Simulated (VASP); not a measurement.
# LiTa2O5 (P-62m) in VASP: a series of runs

Runs on LiTa2O5. Level: PBE. Tasks: relaxation of cell and atoms, single point.

Program: VASP 6.6.1. These are calculated values, not measurements. Logs are shortened: lines on timing, memory, paths and dates and some standing lists are left out, and cuts for length are marked.

## Step 1: The cell of the first run

Symmetry: P-62m, No. 189, hexagonal system. Conventional cell: a = 5.774 Å, b = 5.774 Å, c = 3.902 Å, α = 90.00°, β = 90.00°, γ = 120.00°. Li (site symmetry -62m) has 12 O at 2.68 to 3.33 Å within 3.5 Å. Ta (site symmetry -6) has 5 O at 1.95 to 1.97 Å within 2.6 Å. O (site symmetry -6) has 2 Ta at 1.95 Å within 2.6 Å. O (site symmetry m2m) has 2 Ta at 1.97 Å within 2.6 Å.

## Step 2: Relaxation of cell and atoms, PBE

INCAR reads:

```
  ALGO = Normal
  EDIFF = 1E-6
  EDIFFG = -0.01
  ENCUT = 600
  GGA = PE
  IBRION = 2
  ISIF = 3
  ISMEAR = 0
  LASPH = True
  LCHARG = False
  LREAL = False
  LWAVE = False
  NELM = 100
  NSW = 100
  PREC = Accurate
  SIGMA = 0.1
```

KPOINTS reads:

```
k-points
0
Gamma
  6 6 10
```

POSCAR reads:

```
LiTa2O5
1.0
    5.7738034204      0.0000000000      0.0000000000
   -2.8869017102      5.0002604385      0.0000000000
    0.0000000000      0.0000000000      3.9018881212
Li Ta O
1 2 5
Direct
    0.0000000000      0.0000000000      0.0000000000
    0.3333333333      0.6666666667      0.5000000000
    0.6666666667      0.3333333333      0.5000000000
    0.3333333333      0.6666666667      0.0000000000
    0.0000000000      0.3192653031      0.5000000000
    0.6807346969      0.6807346969      0.5000000000
    0.3192653031      0.0000000000      0.5000000000
    0.6666666667      0.3333333333      0.0000000000
```

Potentials or basis: VASP PAW PBE potentials, release 64 (Li_sv, Ta_pv, O).

Started as:

```bash
$ cat potpaw_PBE.64/Li_sv/POTCAR potpaw_PBE.64/Ta_pv/POTCAR potpaw_PBE.64/O/POTCAR > POTCAR
$ mpirun -np 1 vasp_std > vasp.out
```

OUTCAR:

```text
EDIFF = 1E-6
   EDIFFG = -0.01
   ENCUT = 600
   GGA = PE
   IBRION = 2
   ISIF = 3
   ISMEAR = 0
   LASPH = True
   LREAL = False
   NELM = 100
   NSW = 100
   PREC = Accurate

 ion  position               nearest neighbor table
   1  0.000  0.000  0.000-
   2  0.333  0.667  0.500-   4 1.95   4 1.95   7 1.97   5 1.97   6 1.97   3 3.33   3 3.33   3 3.33

   3  0.667  0.333  0.500-   8 1.95   8 1.95   5 1.97   7 1.97   6 1.97   2 3.33   2 3.33   2 3.33

   4  0.333  0.667  0.000-   2 1.95   2 1.95
   5  0.000  0.319  0.500-   3 1.97   2 1.97
   6  0.681  0.681  0.500-   3 1.97   2 1.97
   7  0.319  0.000  0.500-   2 1.97   3 1.97
   8  0.667  0.333  0.000-   3 1.95   3 1.95

  LATTYP: Found a hexagonal cell.
 ALAT       =     5.7738034204
 C/A-ratio  =     0.6757916467

  Lattice vectors:

 A1 = (   5.7738034204,   0.0000000000,   0.0000000000)
 A2 = (  -2.8869017102,   5.0002604385,   0.0000000000)
 A3 = (   0.0000000000,   0.0000000000,   3.9018881212)

Analysis of symmetry for initial positions (statically):
=====================================================================
 Subroutine PRICEL returns:
 Original cell was already a primitive cell.

 Routine SETGRP: Setting up the symmetry group for a
 hexagonal supercell.

 Subroutine GETGRP returns: Found 12 space group operations
 (whereof 12 operations were pure point group operations)
 out of a pool of 24 trial point group operations.

The static configuration has the point symmetry D_3h.

Analysis of symmetry for dynamics (positions and initial velocities):
=====================================================================
 Subroutine PRICEL returns:
 Original cell was already a primitive cell.

 Routine SETGRP: Setting up the symmetry group for a
 hexagonal supercell.

 Subroutine GETGRP returns: Found 12 space group operations
 (whereof 12 operations were pure point group operations)
 out of a pool of 24 trial point group operations.

The dynamic configuration has the point symmetry D_3h.

 Subroutine INISYM returns: Found 12 space group operations
 (whereof 12 operations are pure point group operations),
 and found     1 'primitive' translations

----------------------------------------------------------------------------------------

                                     Primitive cell

  volume of cell :     112.6495

  direct lattice vectors                    reciprocal lattice vectors
[... 101 lines left out ...]
   EDIFFG = -.1E-01   stopping-criterion for IOM
   NSW    =    100    number of steps for IOM
   IBRION =      2    ionic relax: 0-MD 1-quasi-New 2-CG
   NFREE  =      1    steps in history (QN), initial steepest desc. (CG)
   ISIF   =      3    stress and relaxation
   ISYM   =      2    0-nonsym 1-usesym 2-fastsym
   POTIM  = 0.5000    time-step for ionic-motion
   TEBEG  =    0.0;   TEEND  =   0.0 temperature during run
   PSTRESS=    0.0 pullay stress
   NELECT =      55.0000    total number of electrons
   NUPDOWN=      -1.0000    fix difference up-down
   EMIN   =  10.00;   EMAX   =-10.00  energy-range for DOS
   EFERMI =   0.00;   METHOD = LEGACY
   ISMEAR =     0;   SIGMA  =   0.10  broadening in eV -4-tet -1-fermi 0-gaus
   EFERMI_NEDOS =   21; number of points for ismear=-14 and -15
   IALGO  =     38    algorithm
   IMIX   =      4    mixing-type and parameters
     AMIX     =   0.40;   BMIX     =  1.00
     AMIX_MAG =   1.60;   BMIX_MAG =  1.00
  volume/ion in A,a.u.               =      14.08        95.02
  Fermi-wavevector in a.u.,A,eV,Ry     =   1.289098  2.436042 22.609801  1.661774
  Thomas-Fermi vector in A             =   2.421012
   LORBIT       =      0    0 simple, 1 ext, 2 COOP (PROOUT), +10 PAW based schemes
   GGA     = PE    functional components
   LHFCALC =     F    Hartree Fock is set to
   AEXX    =    0.0000 exact exchange contribution
   IVDW    =     0    specifies the selected vdW correction
   LEPSILON=     F    determine dielectric tensor
   LRPA    =     F    only Hartree local field effects (RPA)
 conjugate gradient relaxation of ions
 non-spin polarized calculation
 Gauss-broadening in eV      SIGMA  =   0.10
  energy-cutoff  :      600.00
  volume of cell :      112.65
 maximum number of plane-waves:      3807
 NGX is ok and might be reduce to    48
   NGX = 23   NGY = 23   NGZ = 15

--------------------------------------- Ionic step        1  -------------------------------------------

 number of electron      54.9999981 magnetization

 Free energy of the ion-electron system (eV)
  ---------------------------------------------------
  ext. energy  EPLUGINS =         0.00000000
  ---------------------------------------------------
  free energy    TOTEN  =       -69.45623573 eV

  energy without entropy =      -69.43922209  energy(sigma->0) =      -69.44772891

------------------------ aborting loop because EDIFF is reached ----------------------------------------

  FORCE on cell =-STRESS in cart. coord.  units (eV):
  Direction    XX          YY          ZZ          XY          YZ          ZX
  --------------------------------------------------------------------------------------
  -------------------------------------------------------------------------------------
  Total        0.4044646      0.4044646      0.5179055      0.0000000      0.0000000      0.0000000
  in kB        5.7525661      5.7525661      7.3659989      0.0000000      0.0000000      0.0000000
  external PRESSURE =       6.2903771 kB  Pullay stress =       0.0000000 kB
[... 281 lines left out ...]
--------------------------------------- Ionic step        8  -------------------------------------------

 number of electron      54.9999980 magnetization

 Free energy of the ion-electron system (eV)
  ---------------------------------------------------
  ext. energy  EPLUGINS =         0.00000000
  ---------------------------------------------------
  free energy    TOTEN  =       -69.46121224 eV

  energy without entropy =      -69.44349414  energy(sigma->0) =      -69.45235319

 E-fermi :   4.2089     XC(G=0):  -9.6938

 val. band max:        4.1954845997   @ k =   0.1667  -0.0000   0.3000
 cond. band min:       4.2105024535   @ k =   0.1667   0.1667   0.1000
 fundamental gap:      0.0150178538
 Fermi energy:         4.2089378418

 k-point     1 :       0.0000    0.0000    0.0000
  band No.  band energies     occupation
      1     -44.5427      2.00000
      2     -32.7945      2.00000
      3     -32.7945      2.00000
      4     -32.5681      2.00000
      5     -32.5681      2.00000
      6     -32.5055      2.00000
[... 853 lines left out ...]
     32       6.2666      0.00000
     33       6.6350      0.00000

 [... further k-points ...]
[... 5 lines left out ...]
  --------------------------------------------------------------------------------------
  -------------------------------------------------------------------------------------
  Total       -0.0254502     -0.0254502     -0.0126420     -0.0000000      0.0000000      0.0000000
  in kB       -0.3648408     -0.3648408     -0.1812287     -0.0000000      0.0000000      0.0000000
  external PRESSURE =      -0.3036368 kB  Pullay stress =       0.0000000 kB
[... 23 lines left out ...]
  FREE ENERGIE OF THE ION-ELECTRON SYSTEM (eV)
  ---------------------------------------------------
  free  energy   TOTEN  =       -69.4612122395 eV

  energy  without entropy=      -69.4434941413  energy(sigma->0) =      -69.45235319

 reached required accuracy - stopping structural energy minimisation
```

OSZICAR:

```text
N       E                     dE             d eps       ncg     rms          rms(c)
DAV:   1     0.523643461484E+03    0.52364E+03   -0.32121E+04  2772   0.182E+03
DAV:   2    -0.466027836118E+02   -0.57025E+03   -0.56228E+03  3553   0.456E+02
[... 63 lines left out ...]
   7 F= -.69461163E+02 E0= -.69452322E+02  d E =-.126606E-02
       N       E                     dE             d eps       ncg     rms          rms(c)
DAV:   1    -0.694617501762E+02   -0.58765E-03   -0.64731E-02  2780   0.167E+00    0.156E-01
DAV:   2    -0.694613139992E+02    0.43618E-03   -0.23290E-03  3186   0.303E-01    0.618E-02
DAV:   3    -0.694612191733E+02    0.94826E-04   -0.21916E-04  3475   0.103E-01    0.318E-02
DAV:   4    -0.694612114389E+02    0.77344E-05   -0.37507E-05  3497   0.359E-02    0.198E-02
DAV:   5    -0.694612122395E+02   -0.80063E-06   -0.38815E-06  2884   0.130E-02
   8 F= -.69461212E+02 E0= -.69452353E+02  d E =-.131549E-02
```

It took 8 min on 1 thread of AMD EPYC 9R45 (Zen 5), shared host; peak memory 0.35 GiB.

What came out:

| Quantity | Value |
| --- | --- |
| Free energy | -69.4612 eV |
| Relaxed volume | 13.97 Å³/atom |
| Relaxed cell | a = 5.749 Å, b = 5.749 Å, c = 3.904 Å, α = 90.00°, β = 90.00°, γ = 120.00° |
| Space group after relaxing (to 0.05 Å) | P-62m (No. 189) |
| Energy gained by relaxing | 0.6 meV/atom |
| Ionic steps | 8 |
| Pressure after relaxing | 0.0 GPa |

Forces in eV/Å, atoms in the order of the input:
```
Li   0.000  0.000  0.000
Ta   0.000  0.000  0.000
Ta   0.000  0.000  0.000
O    0.000  0.000  0.000
O   -0.001  0.002  0.000
O   -0.001 -0.002  0.000
O    0.002  0.000  0.000
O    0.000  0.000  0.000
```

Step by step:
| step | energy change (eV) | largest force (eV/Å) | pressure (GPa) | volume (Å³) |
| --- | --- | --- | --- | --- |
| 1 | 0.0000 | 0.1661 | 0.63 | 112.65 |
| 2 | 0.0009 | 0.0593 | -1.36 | 113.55 |
| 3 | -0.0017 | 0.0654 | -0.27 | 113.05 |
| 4 | -0.0026 | 0.0445 | -0.21 | 112.83 |
| 5 | -0.0037 | 0.0064 | -0.05 | 112.31 |
| 6 | -0.0041 | 0.0055 | -0.06 | 112.20 |
| 7 | -0.0049 | 0.0028 | -0.03 | 111.87 |
| 8 | -0.0050 | 0.0020 | -0.03 | 111.76 |

Final structure:
```xyz
8
Lattice="5.7493 0.0000 0.0000 -2.8747 4.9791 0.0000 0.0000 0.0000 3.9042" Properties=species:S:1:pos:R:3 pbc="T T T"
Li    2.8747    4.9790    0.0000
Ta    0.0000    3.3194    1.9521
Ta    2.8747    1.6597    1.9521
O     0.0000    3.3194    0.0000
O    -0.9049    1.5673    1.9521
O     1.9698    3.4118    1.9521
O    -1.0649    4.9790    1.9521
O     2.8747    1.6597    0.0000
```

Caveat: the cutoff is under 1.25 times the usual one of these potentials, so pressure, stress and relaxed cells hold a basis-set (Pulay) error; spin-orbit coupling is left out, which moves the levels of the heavy elements; an odd number of electrons without spin polarisation forces a metal; a magnetic or distorted state may lie lower.

## Step 3: Single point, PBE

INCAR reads:

```
ALGO     = Normal         # electronic algorithm
EDIFF    = 1E-6           # SCF threshold, eV
ENCUT    = 750            # plane-wave cutoff, eV
GGA      = PE             # functional
GGA_COMPAT= F            
ISIF     = 2              # what is computed and relaxed
ISMEAR   = 0              # smearing method
LASPH    = T              # aspherical terms in the spheres
LCHARG   = F              # write CHGCAR
LREAL    = F              # projectors in reciprocal space
LWAVE    = F              # write WAVECAR
NBANDS   = 40             # bands
NELM     = 120            # most SCF steps
PREC     = Accurate       # precision mode
SIGMA    = 0.1            # smearing width, eV
```

KPOINTS reads:

```
k-points
0
Gamma
  3 3 4
```

POSCAR is that of step 2.

Potentials or basis: VASP PAW PBE potentials, release 64 (Li_sv, Ta_sv_GW, O).

Started as:

```bash
$ cat potpaw_PBE.64/Li_sv/POTCAR potpaw_PBE.64/Ta_sv_GW/POTCAR potpaw_PBE.64/O/POTCAR > POTCAR
$ mpirun -np 1 vasp_std > vasp.out
```

It took 78 s on 1 thread of AMD EPYC 9R45 (Zen 5), shared host; peak memory 0.32 GiB.

It converged, with:

```
Free energy   : -74.6662 eV
Pressure      : 0.1 GPa
Largest force : 0.037 eV/Å
```

Forces on the atoms (eV/Å):
```
Li   0.000  0.000  0.000
Ta   0.000  0.000  0.000
Ta   0.000  0.000  0.000
O    0.000  0.000  0.000
O    0.019 -0.032  0.000
O    0.019  0.032  0.000
O   -0.037  0.000  0.000
O    0.000  0.000  0.000
```

Levels at points of the mesh, in eV from the Fermi level:
```csv
k point,band 25,band 26,band 27,band 28,band 29,band 30,band 31,band 32,band 33,band 34
"(0.00, 0.00, 0.00)",-4.57,-4.30,-4.07,-4.07,-3.84,-0.61,-0.61,-0.37,-0.37,0.05
"(0.00, 0.00, 0.50)",-5.68,-5.68,-5.63,-3.48,-3.48,-0.41,-0.41,1.29,2.29,2.29
```

Caveat: the k points lie up to 0.42 Å⁻¹ apart; spin-orbit coupling is left out, which moves the levels of the heavy elements; an odd number of electrons without spin polarisation forces a metal; a magnetic or distorted state may lie lower.

## Step 4: Single point, PBE, collinear spin, ferromagnetic start

INCAR reads:

```
SYSTEM = LiTa2O5
ALGO = Normal
EDIFF = 1E-7
ENCUT = 520
GGA = PE
ISIF = 2
ISMEAR = 0
ISPIN = 2
LASPH = .TRUE.
LCHARG = .TRUE.
LELF = .TRUE.
LMAXMIX = 4
LORBIT = 11
LREAL = .FALSE.
LVHAR = .TRUE.
LWAVE = .FALSE.
MAGMOM = 0 1 1 0 0 0 0 0
NBANDS = 42
NELM = 150
PREC = Accurate
SIGMA = 0.1
```

KPOINTS reads:

```
k-points
0
G
  3 3 4
  0 0 0
```

POSCAR is that of step 3.

Potentials or basis: VASP PAW PBE potentials, release 64 (Li_sv, Ta_pv, O).

Started as:

```bash
$ cat potpaw_PBE.64/Li_sv/POTCAR potpaw_PBE.64/Ta_pv/POTCAR potpaw_PBE.64/O/POTCAR > POTCAR
$ mpirun -np 1 vasp_std > vasp.out
```

It took 78 s on 1 thread of AMD EPYC 9R45 (Zen 5), shared host; peak memory 0.3 GiB.

Results (log left out):

- Free energy: -69.5219 eV
- Largest force: 0.087 eV/Å
- Net moment: 0.00 μB per cell
- Valence electrons inside the program's atomic spheres: Li 2.00; Ta 8.93; O 5.07, 5.05

Forces on the atoms (eV/Å):
```
Li   0.000  0.000  0.000
Ta   0.000  0.000  0.000
Ta   0.000  0.000  0.000
O    0.000  0.000  0.000
O    0.044 -0.075  0.000
O    0.044  0.075  0.000
O   -0.087  0.000  0.000
O    0.000  0.000  0.000
```

Levels at points of the mesh, in eV from the Fermi level:
Spin up:
```csv
k point,band 24,band 25,band 26,band 27,band 28,band 29,band 30,band 31
"(0.00, 0.00, 0.00)",-4.28,-4.05,-4.05,-3.82,-0.61,-0.61,-0.38,-0.38
"(0.00, 0.00, 0.50)",-5.67,-5.62,-3.46,-3.46,-0.42,-0.42,1.30,2.30
```
Spin down:
```csv
k point,band 24,band 25,band 26,band 27,band 28,band 29,band 30,band 31
"(0.00, 0.00, 0.00)",-4.28,-4.05,-4.05,-3.82,-0.61,-0.61,-0.38,-0.38
"(0.00, 0.00, 0.50)",-5.67,-5.62,-3.46,-3.46,-0.42,-0.42,1.30,2.30
```

Caveat: the k points lie up to 0.42 Å⁻¹ apart; the cutoff is under 1.25 times the usual one of these potentials, so pressure, stress and relaxed cells hold a basis-set (Pulay) error; spin-orbit coupling is left out, which moves the levels of the heavy elements.

## Step 5: Relaxation of cell and atoms, PBE

This run uses another cell than the first one, of 28.15 Å³/atom, 1.999 times its volume.

INCAR reads:

```
PREC = Accurate
ENCUT = 600
EDIFF = 1E-6
ISMEAR = 0
SIGMA = 0.1
LREAL = False
LASPH = True
NELM = 100
ALGO = Normal
ISIF = 3
LWAVE = False
LCHARG = False
GGA = PE
IBRION = 2
NSW = 90
EDIFFG = -0.04
```

KPOINTS reads:

```
Automatic mesh
0
Gamma
  3 3 4
```

POSCAR reads:

```
LiTa2O5
1.0
    7.6630790600      0.0000000000      0.0000000000
   -3.8315395300      6.6364211400      0.0000000000
    0.0000000000      0.0000000000      4.4279018100
Li Ta O
1 2 5
Direct
    0.0000000000      0.0000000000      0.0000000000
    0.3333333300      0.6666666700      0.5000000000
    0.6666666700      0.3333333300      0.5000000000
    0.3333333300      0.6666666700      0.0000000000
    0.0000000000      0.4543264500      0.5000000000
    0.5456735500      0.5456735500      0.5000000000
    0.4543264500      0.0000000000      0.5000000000
    0.6666666700      0.3333333300      0.0000000000
```

Started as:

```bash
$ cat potpaw_PBE.64/Li_sv/POTCAR potpaw_PBE.64/Ta_pv/POTCAR potpaw_PBE.64/O/POTCAR > POTCAR
$ mpirun -np 1 vasp_std > vasp.out
```

Run time: 28 min. Hardware: 1 thread of AMD EPYC 9R45 (Zen 5), shared host; peak memory 0.46 GiB.

It converged, with:

```yaml
Free_energy: -69.6366 eV
Relaxed_volume: 14.12 Å³/atom
Relaxed_cell: a = 5.780 Å, b = 5.780 Å, c = 3.904 Å, α = 90.00°, β = 90.00°, γ = 120.00°
Space_group_after_relaxing_to_0.05_Å: P-62m (No. 189)
Energy_gained_by_relaxing: 1116.3 meV/atom
Ionic_steps: 44
Pressure_after_relaxing: 0.1 GPa
Largest_force_after_relaxing: 0.012 eV/Å
```

Forces on the atoms (eV/Å):
```
Li   0.000  0.000  0.000
Ta   0.000  0.000  0.000
Ta   0.000  0.000  0.000
O    0.000  0.000  0.000
O   -0.006  0.010  0.000
O   -0.006 -0.010  0.000
O    0.012  0.000  0.000
O    0.000  0.000  0.000
```

Stress tensor (GPa, compression positive):
```
-0.01  0.00  0.00
 0.00 -0.01  0.00
 0.00  0.00  0.22
```

The path:
```tsv
step	energy change (eV)	largest force (eV/Å)	pressure (GPa)	volume (Å³)
1	0.0000	1.0423	-22.72	225.18
3	-7.8645	0.2680	-2.77	153.02
5	-7.8784	0.1930	-0.05	149.99
7	-8.1928	0.1030	1.45	146.18
9	-8.1916	0.0149	-1.67	149.31
11	-8.2012	0.0656	-0.05	147.59
13	-8.2056	0.0832	-0.01	147.10
15	-8.2240	0.1482	-0.15	145.16
17	-8.3265	0.1611	-4.42	137.41
19	-8.3520	0.2359	-4.77	136.13
21	-8.4235	0.0061	-7.71	133.50
23	-8.4338	0.2083	-9.13	132.45
25	-8.5363	0.0556	-7.39	130.76
27	-8.6856	0.6917	2.17	123.29
29	-8.7007	0.5222	-0.18	124.89
31	-8.7172	0.4891	-0.23	124.46
33	-8.7811	0.3184	-0.56	122.54
35	-8.8032	0.6658	-1.73	115.04
37	-8.8582	0.1482	-1.18	118.12
39	-8.9196	0.1379	-1.19	115.04
41	-8.9280	0.1304	-1.08	113.68
43	-8.9301	0.0681	-0.49	113.22
44	-8.9306	0.0121	0.07	112.95
```

Final structure:
```cif
data_structure
_symmetry_space_group_name_H-M 'P 1'
_symmetry_Int_Tables_number 1
_cell_length_a 5.7796
_cell_length_b 5.7796
_cell_length_c 3.9045
_cell_angle_alpha 90.000
_cell_angle_beta 90.000
_cell_angle_gamma 120.000
_cell_volume 112.95
loop_
_atom_site_label
_atom_site_type_symbol
_atom_site_fract_x
_atom_site_fract_y
_atom_site_fract_z
_atom_site_occupancy
Li1 Li 0.00000 0.00000 0.00000 1
Ta1 Ta 0.33333 0.66667 0.50000 1
Ta2 Ta 0.66667 0.33333 0.50000 1
O1 O 0.33333 0.66667 0.00000 1
O2 O 0.00000 0.31871 0.50000 1
O3 O 0.68129 0.68129 0.50000 1
O4 O 0.31871 0.00000 0.50000 1
O5 O 0.66667 0.33333 0.00000 1
```

Levels at points of the mesh, in eV from the Fermi level:
```tsv
k point	band 25	band 26	band 27	band 28	band 29	band 30
(0.00, 0.00, 0.00)	-4.05	-4.05	-3.81	-0.60	-0.60	-0.39
(0.00, 0.00, 0.50)	-5.59	-3.45	-3.45	-0.42	-0.42	1.30
```

Caveat: the cutoff is under 1.25 times the usual one of these potentials, so pressure, stress and relaxed cells hold a basis-set (Pulay) error; the volume moved by over 15 % at a fixed basis, so the end points are rough; spin-orbit coupling is left out, which moves the levels of the heavy elements; an odd number of electrons without spin polarisation forces a metal; a magnetic or distorted state may lie lower.

[end of part 1 of 2]
